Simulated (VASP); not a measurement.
Crystal: Sr.

```
Sr
1.0
     0.00000    3.04235    3.04235
     3.04235    0.00000    3.04235
     3.04235    3.04235    0.00000
Sr
1
Direct
  0.00000 0.00000 0.00000
```

- Program: VASP 6.6.1
- Task: relaxation of volume and atoms at fixed shape
- Functional: PBEsol
- Potentials or basis: VASP PAW PBE potentials, release 64 (Sr_sv)
- Cutoff: 600 eV
- k mesh: 6 × 6 × 6
- Occupations: gaussian, width 0.05 eV
- Spin: no spin polarisation

At the start: pressure -0.9 GPa; volume 56.32 Å³/atom.

Where does the relaxation end?

Over 3 steps the energy falls by 11.6 meV/atom and the volume is 52.36 Å³/atom (-7.0 %); space group Fm-3m (No. 225, to 0.05 Å).

The path:
```tsv
step	energy change (eV)	largest force (eV/Å)	pressure (GPa)	volume (Å³)
1	0.0000	0.0000	-0.86	56.32
2	-0.0095	0.0000	-0.39	53.90
3	-0.0116	0.0000	-0.03	52.36
```

Final structure:
```yaml
crystal:
  lattice:
    - [0.00000, 2.96938, 2.96938]
    - [2.96938, 0.00000, 2.96938]
    - [2.96938, 2.96938, 0.00000]
  atoms:
    - { symbol: Sr, position: [0.00000, 0.00000, 0.00000] }
```

Caveat: the PAW data sets were made with another functional, which shifts forces and pressure a little.
